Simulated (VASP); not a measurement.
Set up this calculation in VASP 6.6.1, as the native input.

```
Task                    : single point
Functional              : PBE
Potentials or basis     : VASP PAW PBE potentials, release 64 (Gd, N)
Cutoff                  : 520 eV
k mesh                  : 11 × 11 × 11
Occupations             : fermi-dirac, width 0.05 eV
Spin                    : no spin polarisation
Dipole correction       : no
k mesh for the DOS      : 17 × 17 × 17
Occupations for the DOS : tetrahedron
Further INCAR settings  : ALGO = Normal; EDIFF = 1e-07
```

Crystal: GdN.

```
Gd N
1.0
     0.00000    2.49950    2.49950
     2.49950    0.00000    2.49950
     2.49950    2.49950    0.00000
Gd N
1 1
Direct
  0.00000 0.00000 0.00000
  0.50000 0.50000 0.50000
```

These files were run (other wordings do the same):

POSCAR

```
GdN
1.0
    0.0000000000      2.4995000000      2.4995000000
    2.4995000000      0.0000000000      2.4995000000
    2.4995000000      2.4995000000      0.0000000000
Gd N
1 1
Direct
    0.0000000000      0.0000000000      0.0000000000
    0.5000000000      0.5000000000      0.5000000000
```

INCAR.step1

```
  PREC = Accurate
  ENCUT = 520
  EDIFF = 1E-7
  ISMEAR = -1
  SIGMA = 0.05
  LREAL = F
  LASPH = T
  NELM = 80
  ALGO = Normal
  ISIF = 2
  LWAVE = F
  LCHARG = T
  LMAXMIX = 6
  GGA = PE
  NBANDS = 18
```

KPOINTS.step1

```
regular mesh
0
Gamma
  11 11 11
```

INCAR.step2

```
  PREC = Accurate
  ENCUT = 520
  EDIFF = 1E-7
  ISMEAR = -5
  SIGMA = 0.05
  LREAL = F
  LASPH = T
  NELM = 80
  ALGO = Normal
  ISIF = 2
  LWAVE = F
  LCHARG = F
  LMAXMIX = 6
  GGA = PE
  LORBIT = 11
  NEDOS = 2001
  ICHARG = 11
```

KPOINTS.step2

```
regular mesh
0
Gamma
  17 17 17
```

Potentials or basis: VASP PAW PBE potentials, release 64 (Gd, N).

Launch:

```console
$ cat potpaw_PBE.64/Gd/POTCAR potpaw_PBE.64/N/POTCAR > POTCAR
$ cp INCAR.step1 INCAR
$ cp KPOINTS.step1 KPOINTS
$ mpirun -np 1 vasp_std > vasp.out
$ cp INCAR.step2 INCAR
$ cp KPOINTS.step2 KPOINTS
$ mpirun -np 1 vasp_std > vasp.out
```

Results of the run:

* Valence electrons inside the program's atomic spheres: Gd 15.26; N 3.60

Caveat: an odd number of electrons without spin polarisation forces a metal; a magnetic or distorted state may lie lower; the run has no spin polarisation, though such a crystal can be magnetic.

It took 2.4 min on 1 thread of Intel(R) Xeon(R) Platinum 8488C (Sapphire Rapids), with other jobs on the host, peak memory 0.23 GiB.
